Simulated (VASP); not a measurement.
# F2 in VASP: single point with r2SCAN

Aim: the single point of F2 with r2SCAN.

Everything below comes from runs of VASP 6.6.1. Logs are shortened: lines on timing, memory, paths and dates and some standing lists are left out, and cuts for length are marked.

## 1. The cell of the first run

The cell holds a molecule in a box, 2 atoms: a = 9.000 Å, b = 9.500 Å, c = 10.000 Å, α = 90.00°, β = 90.00°, γ = 90.00°.

## 2. Single point, r2SCAN

POSCAR

```
F
1.0
    9.0000000000      0.0000000000      0.0000000000
    0.0000000000      9.5000000000      0.0000000000
    0.0000000000      0.0000000000     10.0000000000
F
2
Direct
    0.5000000000      0.5000000000      0.4302195553
    0.5000000000      0.5000000000      0.5697804447
```

INCAR.step1

```
SYSTEM = F
PREC = Accurate ; ENCUT = 1110
ISMEAR = -1 ; SIGMA = 0.05
LREAL = .FALSE. ; LASPH = .TRUE.
NELM = 120 ; NBANDS = 14
GGA = PE ; ALGO = Normal
EDIFF = 1E-5 ; LWAVE = .TRUE.
LCHARG = .FALSE. ; GGA_COMPAT = .FALSE.
NELMDL = -8
```

INCAR.step2

```
SYSTEM = F
PREC = Accurate ; ENCUT = 1110
EDIFF = 1E-6 ; ISMEAR = -1
SIGMA = 0.05 ; LREAL = .FALSE.
LASPH = .TRUE. ; NELM = 120
ALGO = Normal ; ISIF = 2
LWAVE = .FALSE. ; LCHARG = .FALSE.
METAGGA = R2SCAN ; LMIXTAU = .TRUE.
NBANDS = 14 ; ISTART = 1
GGA_COMPAT = .FALSE.
```

KPOINTS

```
regular mesh
0
G
  1 1 1
  0 0 0
```

Potentials or basis: VASP PAW PBE potentials, release 64 (F_h).

Command:

```console
> cat potpaw_PBE.64/F_h/POTCAR > POTCAR
> cp INCAR.step1 INCAR
> mpirun -np 1 vasp_gam > vasp.out
> cp INCAR.step2 INCAR
> mpirun -np 1 vasp_gam > vasp.out
```

OUTCAR:

```text
SYSTEM = F
   PREC = Accurate
   ENCUT = 1110
   EDIFF = 1E-6
   ISMEAR = -1
   LREAL = .FALSE.
   LASPH = .TRUE.
   NELM = 120
   ISIF = 2
   METAGGA = R2SCAN
   ISTART = 1

 ion  position               nearest neighbor table
   1  0.500  0.500  0.430-   2 1.40
   2  0.500  0.500  0.570-   1 1.40

  LATTYP: Found a simple orthorhombic cell.
 ALAT       =     9.0000000000
 B/A-ratio  =     1.0555555556
 C/A-ratio  =     1.1111111111

  Lattice vectors:

 A1 = (   9.0000000000,   0.0000000000,   0.0000000000)
 A2 = (   0.0000000000,   9.5000000000,   0.0000000000)
 A3 = (   0.0000000000,   0.0000000000,  10.0000000000)

Analysis of symmetry for initial positions (statically):
=====================================================================
 Subroutine PRICEL returns:
 Original cell was already a primitive cell.

 Routine SETGRP: Setting up the symmetry group for a
 simple orthorhombic supercell.

 Subroutine GETGRP returns: Found  8 space group operations
 (whereof  8 operations were pure point group operations)
 out of a pool of  8 trial point group operations.

The static configuration has the point symmetry D_2h.

Analysis of symmetry for dynamics (positions and initial velocities):
=====================================================================
 Subroutine PRICEL returns:
 Original cell was already a primitive cell.

 Routine SETGRP: Setting up the symmetry group for a
 simple orthorhombic supercell.

 Subroutine GETGRP returns: Found  8 space group operations
 (whereof  8 operations were pure point group operations)
 out of a pool of  8 trial point group operations.

The dynamic configuration has the point symmetry D_2h.

 Subroutine INISYM returns: Found  8 space group operations
 (whereof  8 operations are pure point group operations),
 and found     1 'primitive' translations

----------------------------------------------------------------------------------------

                                     Primitive cell

  volume of cell :     855.0000

  direct lattice vectors                    reciprocal lattice vectors
     9.000000000  0.000000000  0.000000000     0.111111111  0.000000000  0.000000000
     0.000000000  9.500000000  0.000000000     0.000000000  0.105263158  0.000000000
     0.000000000  0.000000000 10.000000000     0.000000000  0.000000000  0.100000000

  length of vectors
     9.000000000  9.500000000 10.000000000     0.111111111  0.105263158  0.100000000

  position of ions in fractional coordinates (direct lattice)
     0.500000000  0.500000000  0.430219555
     0.500000000  0.500000000  0.569780445

  ion indices of the primitive-cell ions
   primitive index   ion index
                 1           1
                 2           2

----------------------------------------------------------------------------------------

 KPOINTS: regular mesh

Automatic generation of k-mesh.
 Grid dimensions read from file:
 generate k-points for:    1    1    1

 Generating k-lattice:

  Cartesian coordinates                     Fractional coordinates (reciprocal lattice)
     0.111111111  0.000000000  0.000000000     1.000000000  0.000000000  0.000000000
     0.000000000  0.105263158  0.000000000     0.000000000  1.000000000  0.000000000
     0.000000000  0.000000000  0.100000000     0.000000000  0.000000000  1.000000000

  Length of vectors
     0.111111111  0.105263158  0.100000000

  Shift w.r.t. Gamma in fractional coordinates (k-lattice)
     0.000000000  0.000000000  0.000000000

 Subroutine IBZKPT returns following result:
 ===========================================

 Found      1 irreducible k-points:

 Following reciprocal coordinates:
            Coordinates               Weight
  0.000000  0.000000  0.000000      1.000000
   k-points           NKPTS =      1   k-points in BZ     NKDIM =      1   number of bands    NBANDS=     14
   number of dos      NEDOS =    301   number of ions     NIONS =      2
   total plane-waves  NPLWV = ******
   dimension x,y,z NGX =    98 NGY =  108 NGZ =  112
   dimension x,y,z NGXF=   196 NGYF=  216 NGZF=  224
   ions per type =               2
   NGX,Y,Z   is equivalent  to a cutoff of  18.10, 18.90, 18.62 a.u.
   NGXF,Y,Z  is equivalent  to a cutoff of  36.20, 37.80, 37.24 a.u.
 SYSTEM =  F
   PREC   = accura    normal or accurate (medium, high low for compatibility)
   ISTART =      1    job   : 0-new  1-cont  2-samecut
   ICHARG =      0    charge: 1-file 2-atom 10-const
   ISPIN  =      1    spin polarized calculation?
   LNONCOLLINEAR =      F non collinear calculations
   LSORBIT =      F    spin-orbit coupling
   LASPH  =      T    aspherical Exc in radial PAW
   ENCUT  = 1110.0 eV  81.58 Ry    9.03 a.u.  24.45 25.81 27.17*2*pi/ulx,y,z
   NELM   =    120;   NELMIN=  2; NELMDL=  0     # of ELM steps
   EDIFF  = 0.1E-05   stopping-criterion for ELM
   LREAL  =      F    real-space projection
[... 7 lines left out ...]
   TEBEG  =    0.0;   TEEND  =   0.0 temperature during run
   PSTRESS=    0.0 pullay stress
   NELECT =      14.0000    total number of electrons
   NUPDOWN=      -1.0000    fix difference up-down
   EMIN   =  10.00;   EMAX   =-10.00  energy-range for DOS
   EFERMI =   0.00;   METHOD = LEGACY
   ISMEAR =    -1;   SIGMA  =   0.05  broadening in eV -4-tet -1-fermi 0-gaus
   EFERMI_NEDOS =   21; number of points for ismear=-14 and -15
   IALGO  =     38    algorithm
   IMIX   =      4    mixing-type and parameters
     AMIX     =   0.40;   BMIX     =  1.00
     AMIX_MAG =   1.60;   BMIX_MAG =  1.00
  volume/ion in A,a.u.               =     427.50      2884.91
  Fermi-wavevector in a.u.,A,eV,Ry     =   0.415715  0.785587  2.351342  0.172819
  Thomas-Fermi vector in A             =   1.374838
   LORBIT       =      0    0 simple, 1 ext, 2 COOP (PROOUT), +10 PAW based schemes
   METAGGA = R2SCAN    functional components
   LHFCALC =     F    Hartree Fock is set to
   AEXX    =    0.0000 exact exchange contribution
   IVDW    =     0    specifies the selected vdW correction
   LEPSILON=     F    determine dielectric tensor
   LRPA    =     F    only Hartree local field effects (RPA)
 non-spin polarized calculation
  energy-cutoff  :     1110.00
  volume of cell :      855.00
 maximum number of plane-waves:     35937
 NGX is ok and might be reduce to    98
   NGX = 49   NGY = 51   NGZ = 55

 number of electron      14.0000001 magnetization

 Free energy of the ion-electron system (eV)
  ---------------------------------------------------
  ext. energy  EPLUGINS =         0.00000000
  ---------------------------------------------------
  free energy    TOTEN  =        -6.22885350 eV

  energy without entropy =       -6.22885350  energy(sigma->0) =       -6.22885350

 E-fermi :  -8.4763     XC(G=0):  -0.3990

 val. band max:       -9.7357355588   @ k =   0.0000   0.0000   0.0000
 cond. band min:      -4.9977495335   @ k =   0.0000   0.0000   0.0000
 fundamental gap:      4.7379860253
 Fermi energy:        -8.4762836680

 k-point     1 :       0.0000    0.0000    0.0000
  band No.  band energies     occupation
      1     -35.6690      2.00000
      2     -28.9482      2.00000
      3     -15.6461      2.00000
      4     -13.3624      2.00000
      5     -13.3624      2.00000
      6      -9.7358      2.00000
      7      -9.7357      2.00000
      8      -4.9977      0.00000
      9       0.0670      0.00000
     10       1.5771      0.00000
     11       1.5821      0.00000
     12       1.7205      0.00000
     13       1.7758      0.00000
     14       1.9065      0.00000

------------------------ aborting loop because EDIFF is reached ----------------------------------------

  FORCE on cell =-STRESS in cart. coord.  units (eV):
  Direction    XX          YY          ZZ          XY          YZ          ZX
  --------------------------------------------------------------------------------------
  -------------------------------------------------------------------------------------
  Total       -0.0843593     -0.0872606      0.0951975     -0.0000000      0.0000000      0.0000000
  in kB       -0.1580802     -0.1635168      0.1783898     -0.0000000      0.0000000      0.0000000
  external PRESSURE =      -0.0477357 kB  Pullay stress =       0.0000000 kB

 VOLUME and BASIS-vectors are now :
 -----------------------------------------------------------------------------
  energy-cutoff  :     1110.00
  volume of cell :      855.00
      direct lattice vectors                 reciprocal lattice vectors
     9.000000000  0.000000000  0.000000000     0.111111111  0.000000000  0.000000000
     0.000000000  9.500000000  0.000000000     0.000000000  0.105263158  0.000000000
     0.000000000  0.000000000 10.000000000     0.000000000  0.000000000  0.100000000

 POSITION                                       TOTAL-FORCE (eV/Angst)
 -----------------------------------------------------------------------------------
      4.50000      4.75000      4.30220         0.000000      0.000000     -0.126714
      4.50000      4.75000      5.69780         0.000000      0.000000      0.126714
 -----------------------------------------------------------------------------------
    total drift:                                0.000000     -0.000000      0.000000

  FREE ENERGIE OF THE ION-ELECTRON SYSTEM (eV)
  ---------------------------------------------------
  free  energy   TOTEN  =        -6.2288535039 eV

  energy  without entropy=       -6.2288535038  energy(sigma->0) =       -6.22885350
```

It took 6.9 min on 1 thread of Intel Xeon Platinum 8488C (Sapphire Rapids), shared host; peak memory 1.9 GiB.

Results:

```yaml
Free_energy: -6.2289 eV
Largest_force: 0.127 eV/Å
Gap_between_the_frontier_levels: 4.74 eV
```

Forces in eV/Å, atoms in the order of the input:
```
F    0.000  0.000 -0.127
F    0.000  0.000  0.127
```

Caveat: the PAW data sets were made with another functional, which shifts forces and pressure a little.
